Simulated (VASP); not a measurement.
Wanted: the native input for a VASP 6.6.1 run.

```
Task                   : single point
Functional             : PBE
Potentials or basis    : VASP PAW PBE potentials, release 64 (P)
Cutoff                 : 520 eV
k mesh                 : 14 × 14 × 8
Occupations            : gaussian, width 0.1 eV
Spin                   : no spin polarisation
Dipole correction      : no
Further INCAR settings : ALGO = Normal; EDIFF = 1e-06; NBANDS = 18
```

The structure of P lies in POSCAR:

```
P
1.0
    3.3275298769      0.0000000000      0.0000000000
    0.0000000000      3.3275298769      0.0000000000
    0.0000000000      0.0000000000      6.4109187102
P
4
Direct
    0.5000000000      0.0000000000      0.5000000000
    0.0000000000      0.5000000000      0.0000000000
    0.0000000000      0.0000000000      0.7500000000
    0.0000000000      0.0000000000      0.2500000000
```

These files were run (other wordings do the same):

INCAR

```
SYSTEM = P
PREC = Accurate
ENCUT = 520
EDIFF = 1E-6
ISMEAR = 0
SIGMA = 0.1
LREAL = .False.
LASPH = .True.
NELM = 100
ALGO = Normal
ISIF = 2
LWAVE = .False.
LCHARG = .False.
GGA = PE
NBANDS = 18
```

KPOINTS

```
Automatic mesh
0
Gamma
  14 14 8
  0 0 0
```

Potentials or basis: VASP PAW PBE potentials, release 64 (P).

Launch:

```sh
$ cat potpaw_PBE.64/P/POTCAR > POTCAR
$ mpirun -np 1 vasp_std > vasp.out
```

It gave:

```yaml
Pressure: -0.2 GPa
Band_gap_on_the_k_mesh: zero (band 10 reaches 7.93 eV, above the bottom of band 11 at 5.45 eV)
```

It took 100 s on 1 thread of Intel(R) Xeon(R) 6975P-C (Granite Rapids), with other jobs on the host, peak memory 0.29 GiB.
